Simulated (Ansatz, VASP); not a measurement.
## NaI in VASP and in Ansatz

INCAR

```
PREC = Accurate ; ENCUT = 520
EDIFF = 1E-8 ; ISMEAR = -1
SIGMA = 0.02 ; LREAL = False
LASPH = True ; NELM = 60
ALGO = Normal ; ISIF = 2
LWAVE = False ; LCHARG = False
LEFG = True ; NBANDS = 14
```

Contents of KPOINTS:

```
Automatic mesh
0
Gamma
  8 8 8
```

The input POSCAR:

```
NaI
1.0
    0.0000000000      3.2040360000      3.2364000000
    3.2040360000      0.0000000000      3.2364000000
    3.2040360000      3.2040360000      0.0000000000
Na I
1 1
Direct
    0.0000000000      0.0000000000      0.0000000000
    0.5000000000      0.5000000000      0.5000000000
```

Input for Ansatz:

```yaml
crystal:
  lattice:
    - [0.0, 3.204036, 3.2364]
    - [3.204036, 0.0, 3.2364]
    - [3.204036, 3.204036, 0.0]
  atoms:
    - { symbol: Na, position: [0.0, 0.0, 0.0] }
    - { symbol: I, position: [0.5, 0.5, 0.5] }
kpoints:
  mp_grid: { grid: [8, 8, 8] }
scf:
  occupations: { method: fermi_dirac, width: 0.02 }
hamiltonian:
  xc: lda
  pseudopotentials: { kind: all_electron, datasets: crystal }
output:
  forces: true
  stress: true
  eigenvalues: true
  efg: { contact_densities: true }
```

Change from the starting cell: equal xx and yy strain of -1 %, crystal datasets.

Alike in both runs: task electric field gradients; functional LDA; k mesh 8 × 8 × 8; occupations fermi-dirac, width 0.02 eV; no spin polarisation.

```csv
,VASP,Ansatz
version,VASP 6.6.1,Ansatz 0.2.0
potentials or method,"VASP PAW LDA potentials, release 64 (Na_pv, I), cutoff 520 eV","all-electron PAW with datasets made for the crystal, scalar-relativistic"
```

```csv
,VASP,Ansatz,Ansatz less VASP
gap on the k mesh at the Fermi level (eV),3.39,3.38,-0.014
pressure (GPa),-1.4,-1.4,-0.01
"traceless stress, the component that is largest in VASP (GPa)",-0.15,-0.14,+0.002
size of Vzz on the site where it differs most (V/Å²),0.7,1.0,+0.27
```

LDA's correlation is that of Perdew and Zunger in VASP and of Perdew and Wang (1992) in Ansatz. Ansatz ran all-electron here, and VASP with PAW potentials.

Spin-orbit coupling is off throughout.
